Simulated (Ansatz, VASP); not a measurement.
**AlN in VASP and in Ansatz**

```xyz
4
Lattice="3.2816 0.0000 0.0000 -1.6408 2.8419 0.0000 0.0000 0.0000 3.9330" Properties=species:S:1:pos:R:3 pbc="T T T"
Al    0.0000    1.8946    2.9497
Al    1.6408    0.9473    0.9832
N     0.0000    1.8946    0.9832
N     1.6408    0.9473    2.9497
```

Alike in both runs: task single point; functional PBEsol; k mesh 9 × 9 × 6; occupations gaussian, width 0.05 eV; no spin polarisation.

```csv
,VASP,Ansatz
version,VASP 6.6.1,Ansatz 0.2.0
potentials or method,"VASP PAW PBE potentials, release 64 (Al, N), cutoff 520 eV","scalar-relativistic, plane waves, PAW"
valence electrons in the cell,16,16
```

```csv
,VASP,Ansatz,Ansatz less VASP
gap on the k mesh at the Fermi level (eV),3.88,3.87,-0.014
least direct gap on the mesh (eV),3.88,3.87,-0.014
pressure (GPa),15.2,15.1,-0.10
"traceless stress, the component that is largest in VASP (GPa)",7.92,7.81,-0.108
```

VASP's potentials were made for PBE, not for PBEsol, and Ansatz warns of the same on its side.
